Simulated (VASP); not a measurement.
# MgO (P6_3mc) in VASP: dielectric tensor with PBEsol

Aim: the dielectric tensor of MgO with PBEsol.

Everything below comes from runs of VASP 6.6.1. Logs are shortened: lines on timing, memory, paths and dates and some standing lists are left out, and cuts for length are marked.

## Step 1: The cell of the first run

It takes space group P6_3mc (No. 186, hexagonal). Conventional cell: a = 3.251 Å, b = 3.251 Å, c = 10.386 Å, α = 90.00°, β = 90.00°, γ = 120.00°. Mg (site symmetry 3m) has 4 O at 1.97 to 1.98 Å within 2.6 Å. Mg (site symmetry 3m) has 4 O at 1.97 to 1.99 Å within 2.6 Å. Within 2.6 Å of O (site symmetry 3m) lie 4 Mg at 1.97 Å. Within 2.6 Å of O (site symmetry 3m) lie 4 Mg at 1.98 to 1.99 Å.

## Step 2: Dielectric tensor, PBEsol

Contents of INCAR:

```
  PREC = Accurate
  ENCUT = 520
  EDIFF = 1E-8
  ISMEAR = 0
  SIGMA = 0.01
  LREAL = F
  LASPH = T
  NELM = 80
  ALGO = Normal
  ISIF = 2
  LWAVE = F
  LCHARG = F
  GGA = PS
  LEPSILON = T
```

Contents of KPOINTS:

```
Automatic mesh
0
Gamma
  12 12 2
```

Contents of POSCAR:

```
MgO
1.0
    3.2505941900      0.0000000000      0.0000000000
   -1.6252970900      2.8150971500      0.0000000000
    0.0000000000      0.0000000000     10.3863377300
Mg O
4 4
Direct
    0.3333333333      0.6666666667      0.9696623800
    0.0000000000      0.0000000000      0.2210023100
    0.0000000000      0.0000000000      0.7210023100
    0.6666666667      0.3333333333      0.4696623800
    0.3333333333      0.6666666667      0.7798401500
    0.0000000000      0.0000000000      0.5294933400
    0.0000000000      0.0000000000      0.0294933400
    0.6666666667      0.3333333333      0.2798401500
```

Potentials or basis: VASP PAW PBE potentials, release 64 (Mg, O).

The run is started by

```
> cat potpaw_PBE.64/Mg/POTCAR potpaw_PBE.64/O/POTCAR > POTCAR
> mpirun -np 1 vasp_std > vasp.out
```

OUTCAR:

```text
PREC = Accurate
   ENCUT = 520
   EDIFF = 1E-8
   ISMEAR = 0
   LREAL = F
   LASPH = T
   NELM = 80
   ISIF = 2
   GGA = PS
   LEPSILON = T

 ion  position               nearest neighbor table
   1  0.333  0.667  0.970-   5 1.97   7 1.98   7 1.98   7 1.98   3 3.19   3 3.19   3 3.19   2 3.22
                             2 3.22   2 3.22
   2  0.000  0.000  0.221-   8 1.97   8 1.97   8 1.97   7 1.99   4 3.19   4 3.19   4 3.19   1 3.22
                             1 3.22   1 3.22
   3  0.000  0.000  0.721-   5 1.97   5 1.97   5 1.97   6 1.99   1 3.19   1 3.19   1 3.19   4 3.22
                             4 3.22   4 3.22
   4  0.667  0.333  0.470-   8 1.97   6 1.98   6 1.98   6 1.98   2 3.19   2 3.19   2 3.19   3 3.22
                             3 3.22   3 3.22
   5  0.333  0.667  0.780-   1 1.97   3 1.97   3 1.97   3 1.97
   6  0.000  0.000  0.529-   4 1.98   4 1.98   4 1.98   3 1.99
   7  0.000  0.000  0.029-   1 1.98   1 1.98   1 1.98   2 1.99
   8  0.667  0.333  0.280-   4 1.97   2 1.97   2 1.97   2 1.97

  LATTYP: Found a hexagonal cell.
 ALAT       =     3.2505941900
 C/A-ratio  =     3.1952120514

  Lattice vectors:

 A1 = (   3.2505941900,   0.0000000000,   0.0000000000)
 A2 = (  -1.6252970900,   2.8150971500,   0.0000000000)
 A3 = (   0.0000000000,   0.0000000000,  10.3863377300)

Analysis of symmetry for initial positions (statically):
=====================================================================
 Subroutine PRICEL returns:
 Original cell was already a primitive cell.

 Routine SETGRP: Setting up the symmetry group for a
 hexagonal supercell.

 Subroutine GETGRP returns: Found 12 space group operations
 (whereof  6 operations were pure point group operations)
 out of a pool of 24 trial point group operations.

The static configuration has the point symmetry C_3v.
 The point group associated with its full space group is C_6v.

Analysis of symmetry for dynamics (positions and initial velocities):
=====================================================================
 Subroutine PRICEL returns:
 Original cell was already a primitive cell.

 Routine SETGRP: Setting up the symmetry group for a
 hexagonal supercell.

 Subroutine GETGRP returns: Found 12 space group operations
 (whereof  6 operations were pure point group operations)
 out of a pool of 24 trial point group operations.

The dynamic configuration has the point symmetry C_3v.
 The point group associated with its full space group is C_6v.

 Subroutine INISYM returns: Found 12 space group operations
 (whereof  6 operations are pure point group operations),
 and found     1 'primitive' translations

----------------------------------------------------------------------------------------

                                     Primitive cell

  volume of cell :      95.0427

  direct lattice vectors                    reciprocal lattice vectors
     3.250594190  0.000000000  0.000000000     0.307636063  0.177613763  0.000000000
    -1.625297090  2.815097150  0.000000000     0.000000000  0.355227527  0.000000000
     0.000000000  0.000000000 10.386337730     0.000000000  0.000000000  0.096280328

  length of vectors
     3.250594190  3.250594191 10.386337730     0.355227528  0.355227527  0.096280328

  position of ions in fractional coordinates (direct lattice)
     0.333333333  0.666666667  0.969662380
     0.000000000  0.000000000  0.221002310
     0.000000000  0.000000000  0.721002310
     0.666666667  0.333333333  0.469662380
     0.333333333  0.666666667  0.779840150
     0.000000000  0.000000000  0.529493340
     0.000000000  0.000000000  0.029493340
     0.666666667  0.333333333  0.279840150

  ion indices of the primitive-cell ions
   primitive index   ion index
                 1           1
                 2           2
                 3           3
                 4           4
                 5           5
                 6           6
[... 124 lines left out ...]
  band No.  band energies     occupation
      1     -15.1709      2.00000
      2     -14.8324      2.00000
      3     -14.8180      2.00000
      4     -14.4492      2.00000
      5      -2.4007      2.00000
      6      -1.2021      2.00000
[... 565 lines left out ...]
     20       8.5491      0.00000
     21      11.3295      0.00000

 [... further k-points ...]

  FORCE on cell =-STRESS in cart. coord.  units (eV):
  Direction    XX          YY          ZZ          XY          YZ          ZX
  --------------------------------------------------------------------------------------
  -------------------------------------------------------------------------------------
  Total        0.2149778      0.2149778      0.3164663      0.0000000      0.0000000     -0.0000000
  in kB        3.6239792      3.6239792      5.3348155      0.0000000      0.0000000     -0.0000000
  external PRESSURE =       4.1942580 kB  Pullay stress =       0.0000000 kB

 VOLUME and BASIS-vectors are now :
 -----------------------------------------------------------------------------
  energy-cutoff  :      520.00
  volume of cell :       95.04
      direct lattice vectors                 reciprocal lattice vectors
     3.250594190  0.000000000  0.000000000     0.307636063  0.177613763  0.000000000
    -1.625297090  2.815097150  0.000000000     0.000000000  0.355227527  0.000000000
     0.000000000  0.000000000 10.386337730     0.000000000  0.000000000  0.096280328

 POSITION                                       TOTAL-FORCE (eV/Angst)
 -----------------------------------------------------------------------------------
      0.00000      1.87673     10.07124        -0.000000      0.000000      0.001268
      0.00000      0.00000      2.29540         0.000000      0.000000      0.004477
      0.00000      0.00000      7.48857        -0.000000      0.000000      0.004477
      1.62530      0.93837      4.87807         0.000000      0.000000      0.001268
      0.00000      1.87673      8.09968         0.000000     -0.000000     -0.002313
      0.00000      0.00000      5.49950        -0.000000     -0.000000     -0.003432
      0.00000      0.00000      0.30633         0.000000      0.000000     -0.003432
      1.62530      0.93837      2.90651        -0.000000      0.000000     -0.002313
 -----------------------------------------------------------------------------------
    total drift:                               -0.000000     -0.000001     -0.000826

  FREE ENERGIE OF THE ION-ELECTRON SYSTEM (eV)
  ---------------------------------------------------
  free  energy   TOTEN  =       -48.9385169626 eV

  energy  without entropy=      -48.9385169626  energy(sigma->0) =      -48.93851696

 HEAD OF MICROSCOPIC STATIC DIELECTRIC TENSOR (INDEPENDENT PARTICLE, excluding Hartree and local field effects)
 ------------------------------------------------------
           3.110759     0.000000     0.000000
           0.000000     3.110759     0.000000
           0.000000     0.000000     3.150627
 ------------------------------------------------------

 Free energy of the ion-electron system (eV)
  ---------------------------------------------------
  ---------------------------------------------------
  free energy    TOTEN  =        -0.58219726 eV

  energy without entropy =       -0.58219726

------------------------ aborting loop because EDIFF is reached ----------------------------------------

--------------------------------------- Ionic step        2  -------------------------------------------

------------------------ aborting loop because EDIFF is reached ----------------------------------------

--------------------------------------- Ionic step        3  -------------------------------------------

 Free energy of the ion-electron system (eV)
  ---------------------------------------------------
  ---------------------------------------------------
  free energy    TOTEN  =        -0.59440674 eV

  energy without entropy =       -0.59440674

------------------------ aborting loop because EDIFF is reached ----------------------------------------

 PIEZOELECTRIC TENSOR FIELD DIRECTION 3  (e Angst)
 -----------------------------------------------------------------------------
    -0.51853 -0.00000  0.00000           (  0.06151  0.00000  0.00000)
    -0.00000 -0.51853  0.00000           (  0.00000  0.06151  0.00000)
     0.00000  0.00000  0.83979           (  0.00000  0.00000 -0.12881)

 PIEZOELECTRIC TENSOR FIELD DIRECTION 3  (C/m^2)
 -----------------------------------------------------------------------------
    -0.08741 -0.00000  0.00000
    -0.00000 -0.08741  0.00000
     0.00000  0.00000  0.14157

 MACROSCOPIC STATIC DIELECTRIC TENSOR (including local field effects in DFT)
 ------------------------------------------------------
           3.019437     0.000000     0.000000
           0.000000     3.019437    -0.000000
           0.000000    -0.000000     3.066960
 ------------------------------------------------------

 PIEZOELECTRIC TENSOR (including local field effects)  for field in x, y, z        (e  Angst)
          XX          YY          ZZ          XY          YZ          ZX
  --------------------------------------------------------------------------------
  x     0.00000    -0.00000     0.00000     0.00000    -0.00000    -0.57989
  y     0.00000    -0.00000     0.00000    -0.00000    -0.57989    -0.00000
  z    -0.51853    -0.51853     0.83979    -0.00000     0.00000     0.00000

 PIEZOELECTRIC TENSOR (including local field effects)  for field in x, y, z        (C/m^2)
          XX          YY          ZZ          XY          YZ          ZX
  --------------------------------------------------------------------------------
  x     0.00000    -0.00000     0.00000     0.00000    -0.00000    -0.09776
  y     0.00000    -0.00000     0.00000    -0.00000    -0.09776    -0.00000
  z    -0.08741    -0.08741     0.14157    -0.00000     0.00000     0.00000

 BORN EFFECTIVE CHARGES (including local field effects) (in |e|, cummulative output)
 ---------------------------------------------------------------------------------
 ion    1
    1     1.82209     0.00000    -0.00000
    2     0.00000     1.82209    -0.00000
    3     0.00000     0.00000     1.80098
 ion    2
    1     1.79812     0.00000     0.00000
    2     0.00000     1.79812    -0.00000
    3     0.00000     0.00000     1.89107
 ion    3
    1     1.79812     0.00000    -0.00000
    2     0.00000     1.79812     0.00000
    3    -0.00000    -0.00000     1.89107
 ion    4
    1     1.82209     0.00000     0.00000
    2     0.00000     1.82209    -0.00000
    3     0.00000     0.00000     1.80098
 ion    5
    1    -1.82080    -0.00000    -0.00000
    2    -0.00000    -1.82080     0.00000
    3     0.00000    -0.00000    -1.82898
 ion    6
    1    -1.79940    -0.00000     0.00000
    2    -0.00000    -1.79940     0.00000
    3    -0.00000     0.00000    -1.86306
 ion    7
    1    -1.79940    -0.00000     0.00000
    2    -0.00000    -1.79940    -0.00000
    3     0.00000    -0.00000    -1.86306
 ion    8
    1    -1.82080    -0.00000     0.00000
    2    -0.00000    -1.82080    -0.00000
    3    -0.00000     0.00000    -1.82898
```

It took 19 min on 1 thread of Intel Xeon 8259CL, shared host; peak memory 0.51 GiB.

Results:

* Band gap on the k mesh: 3.49 eV
* Electronic dielectric tensor (diagonal): 3.02, 3.02, 3.07
* Born charges (mean of the diagonal): Mg +1.82, +1.83 (each value once); O -1.82 e

Levels at points of the mesh, in eV from the valence-band top:
```tsv
k point	band 12	band 13	band 14	band 15	band 16	band 17	band 18	band 19	band 20	band 21
(0.00, 0.00, 0.00)	-0.24	-0.24	-0.13	-0.13	0.00	3.49	5.84	5.95	8.56	9.78
(0.50, 0.00, 0.00)	-0.62	-0.61	-0.59	-0.31	-0.29	6.60	6.94	8.22	8.44	9.32
(0.00, 0.00, 0.50)	-0.33	-0.17	-0.17	-0.17	-0.17	4.33	4.33	7.47	7.47	11.01
(0.50, 0.00, 0.50)	-0.83	-0.57	-0.57	-0.39	-0.39	6.85	6.85	8.13	8.13	10.00
```

Electronic dielectric tensor:
```
3.02 0.00 0.00
0.00 3.02 0.00
0.00 0.00 3.07
```

Born effective charge tensors (e):
atom 1, Mg
```
1.82 0.00 0.00
0.00 1.82 0.00
0.00 0.00 1.80
```
atom 2, Mg
```
1.80 0.00 0.00
0.00 1.80 0.00
0.00 0.00 1.89
```
atom 3, Mg
```
1.80 0.00 0.00
0.00 1.80 0.00
0.00 0.00 1.89
```
atom 4, Mg
```
1.82 0.00 0.00
0.00 1.82 0.00
0.00 0.00 1.80
```
atom 5, O
```
-1.82  0.00  0.00
 0.00 -1.82  0.00
 0.00  0.00 -1.83
```
atom 6, O
```
-1.80  0.00  0.00
 0.00 -1.80  0.00
 0.00  0.00 -1.86
```
atom 7, O
```
-1.80  0.00  0.00
 0.00 -1.80  0.00
 0.00  0.00 -1.86
```
atom 8, O
```
-1.82  0.00  0.00
 0.00 -1.82  0.00
 0.00  0.00 -1.83
```

Caveat: the PAW data sets were made with another functional, which shifts forces and pressure a little. A k mesh can miss the band edges.
